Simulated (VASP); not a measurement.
ZnCd2Se3, 6 atoms in the cell. The structure is hexagonal, space group P6/mmm (No. 191). The conventional cell has a = 6.886 Å, b = 6.886 Å, c = 4.014 Å, α = 90.00°, β = 90.00°, γ = 120.00°. Zn (site symmetry 6/mmm) has 6 Cd at 3.98 Å and 12 Se at 3.99 Å and 2 Zn at 4.01 Å within 5.2 Å. Within 3.7 Å of Cd (site symmetry -6m2) lie 6 Se at 2.82 Å. Within 3.7 Å of Se (site symmetry mmm) lie 4 Cd at 2.82 Å and 4 Se at 3.44 Å. The cell was built from a structure type or drawn by symmetry, and may not be a known phase.

| Property | Result |
| --- | --- |
| Program | VASP 6.6.1 |
| Task | single point |
| Functional | PBE |
| Potentials or basis | VASP PAW PBE potentials, release 64 (Zn, Cd, Se) |
| Cutoff | 520 eV |
| k mesh | 6 × 6 × 10 |
| Occupations | gaussian, width 0.1 eV |
| Spin | no spin polarisation |
| Dipole correction | no |
| Further INCAR settings | ALGO = Normal; EDIFF = 1e-06; NBANDS = 36 |

Potentials or basis: VASP PAW PBE potentials, release 64 (Zn, Cd, Se).

Command:

```sh
$ cat potpaw_PBE.64/Zn/POTCAR potpaw_PBE.64/Cd/POTCAR potpaw_PBE.64/Se/POTCAR > POTCAR
$ mpirun -np 1 vasp_std > vasp.out
```

Hardware: 1 thread of Intel(R) Xeon(R) 6975P-C (Granite Rapids), on a shared host.

Question: Estimate the wall time of this run.

Answer: Wall time 2.1 min on 1 thread of Intel(R) Xeon(R) 6975P-C (Granite Rapids), with other jobs on the host, peak memory 0.42 GiB. Counts: scf iterations 14, k points 42.
